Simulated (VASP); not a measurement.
A run of VASP 6.6.1:

INCAR

```
PREC = Accurate ; ENCUT = 520
EDIFF = 1E-6 ; ISMEAR = 0
SIGMA = 0.01 ; LREAL = F
LASPH = T ; NELM = 60
ALGO = Normal ; ISIF = 2
LWAVE = F ; LCHARG = T
GGA = PS ; LELF = T
LVHAR = T ; NBANDS = 26
```

File KPOINTS:

```
regular mesh
0
Gamma
  6 6 4
```

The input POSCAR:

```
ZnO
1.0
    3.2879671600      0.0000000000      0.0000000000
   -1.6439835800      2.8474630900      0.0000000000
    0.0000000000      0.0000000000      7.1304413500
Zn O
2 2
Direct
    0.0000000000      0.0000000000      0.7500000000
    0.0000000000      0.0000000000      0.2500000000
    0.3333333300      0.6666666700      0.2500000000
    0.6666666700      0.3333333300      0.7500000000
```

Potentials or basis: VASP PAW PBE potentials, release 64 (Zn, O).

Launch:

```sh
$ cat potpaw_PBE.64/Zn/POTCAR potpaw_PBE.64/O/POTCAR > POTCAR
$ mpirun -np 1 vasp_std > vasp.out
```

Hardware: 1 thread of AMD EPYC 7R13 (shared host).

Question: Estimate the wall time of this run.

Answer: Run time: 74 s on 1 thread of AMD EPYC 7R13, on a shared host, peak memory 0.16 GiB. Counts: scf iterations 15, k points 21.
